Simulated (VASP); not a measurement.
LiScBH4, 7 atoms in the cell. It takes space group F-43m (No. 216, cubic). The conventional cell has a = 5.907 Å, b = 5.907 Å, c = 5.907 Å, α = 90.00°, β = 90.00°, γ = 90.00°. Within 2.4 Å of Li (site symmetry -43m) lie 4 H at 1.79 Å. Sc (site symmetry -43m) has 4 Li at 2.56 Å and 12 H at 2.59 Å and 6 B at 2.95 Å within 3.4 Å. Within 1.0 Å of B (site symmetry -43m) lie 4 H at 0.77 Å. Within 1.0 Å of H (site symmetry 3m) lie 1 B at 0.77 Å. 

```yaml
Program: VASP 6.6.1
Task: relaxation of cell and atoms
Functional: PBE
Potentials_or_basis: VASP PAW PBE potentials, release 64 (Li_sv, Sc_sv, B, H)
Cutoff: 600 eV
k_mesh: 6 × 6 × 6
Occupations: gaussian, width 0.1 eV
Spin: no spin polarisation
Dipole_correction: no
Further_INCAR_settings: ALGO = Normal; EDIFF = 1e-06; IBRION = 2; EDIFFG = -0.04; NSW = 90; ISIF = 3
```

Potentials or basis: VASP PAW PBE potentials, release 64 (Li_sv, Sc_sv, B, H).

The run is started by

```console
$ cat potpaw_PBE.64/Li_sv/POTCAR potpaw_PBE.64/Sc_sv/POTCAR potpaw_PBE.64/B/POTCAR potpaw_PBE.64/H/POTCAR > POTCAR
$ mpirun -np 1 vasp_std > vasp.out
```

Hardware: 1 thread of AMD EPYC 7R13 (shared host).

Problem. Estimate the wall time of this run.

Solution. Wall time 16 min on 1 thread of AMD EPYC 7R13, on a shared host, peak memory 0.2 GiB. Counts: scf iterations 180, k points 16, ion steps 14.
